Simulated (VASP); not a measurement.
Al, 4 atoms in the cell. Symmetry: P6_3/mmc, No. 194, hexagonal system. Conventional cell: a = 2.827 Å, b = 2.827 Å, c = 9.186 Å, α = 90.00°, β = 90.00°, γ = 120.00°. Within 3.7 Å of Al (site symmetry -3m) lie 12 Al at 2.82 to 2.83 Å. Al (site symmetry -6m2) has 12 Al at 2.82 to 2.83 Å within 3.7 Å. This isn't the form of Al at room conditions, which is fcc.

* Program: VASP 6.6.1
* Task: relaxation of cell and atoms
* Functional: LDA
* Potentials or basis: VASP PAW LDA potentials, release 64 (Al)
* Cutoff: 600 eV
* k mesh: 18 × 18 × 6
* Occupations: gaussian, width 0.1 eV
* Spin: no spin polarisation
* Dipole correction: no
* Further INCAR settings: ALGO = Fast; EDIFF = 1e-07; IBRION = 2; EDIFFG = -0.005; NSW = 100; ISIF = 3

Potentials or basis: VASP PAW LDA potentials, release 64 (Al).

Launch:

```sh
$ cat potpaw_LDA.64/Al/POTCAR > POTCAR
$ mpirun -np 1 vasp_std > vasp.out
```

Hardware: 1 thread of AMD EPYC 9R45 96-Core Processor (Zen 5), on a shared host.

Task: Estimate the wall time of this run.

Result: Wall time 2.8 min on 1 thread of AMD EPYC 9R45 96-Core Processor (Zen 5) (shared host), peak memory 0.21 GiB. Counts: scf iterations 37, k points 148, ion steps 6.
